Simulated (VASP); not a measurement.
Input of a VASP 6.6.1 run:

The input INCAR:

```
SYSTEM = CsCaBr3
PREC = Accurate
ENCUT = 520
EDIFF = 1E-7
ISMEAR = 0
SIGMA = 0.05
LREAL = .FALSE.
LASPH = .TRUE.
NELM = 60
ALGO = Normal
ISIF = 2
LWAVE = .FALSE.
LCHARG = .FALSE.
NBANDS = 28
```

KPOINTS

```
Automatic mesh
0
G
  4 4 4
  0 0 0
```

The input POSCAR:

```
CsCaBr3
1.0
    5.7086657300      0.0000000000      0.0000000000
    0.0000000000      5.8799257019      0.0000000000
    0.0000000000      0.0000000000      5.7086657300
Cs Ca Br
1 1 3
Direct
    0.0000000000      0.0000000000      0.0000000000
    0.5000000000      0.5000000000      0.5000000000
    0.5000000000      0.0000000000      0.5000000000
    0.0000000000      0.5000000000      0.5000000000
    0.5000000000      0.5000000000      0.0000000000
```

Potentials or basis: VASP PAW LDA potentials, release 64 (Cs_sv, Ca_sv, Br).

Launch:

```sh
$ cat potpaw_LDA.64/Cs_sv/POTCAR potpaw_LDA.64/Ca_sv/POTCAR potpaw_LDA.64/Br/POTCAR > POTCAR
$ mpirun -np 1 vasp_std > vasp.out
```

(1) Estimate the band gap on the k mesh.

(2) What does it give for the pressure?

Answers

(1) 3.97 eV, indirect (least direct gap 4.25 eV).

(2) -2.4 GPa.

Caveat: the cell differs from its parent crystal (strain +0.0300 x Voigt [0, 1, 0, 0, 0, 0]); spin-orbit coupling is left out, which moves the levels of the heavy elements.
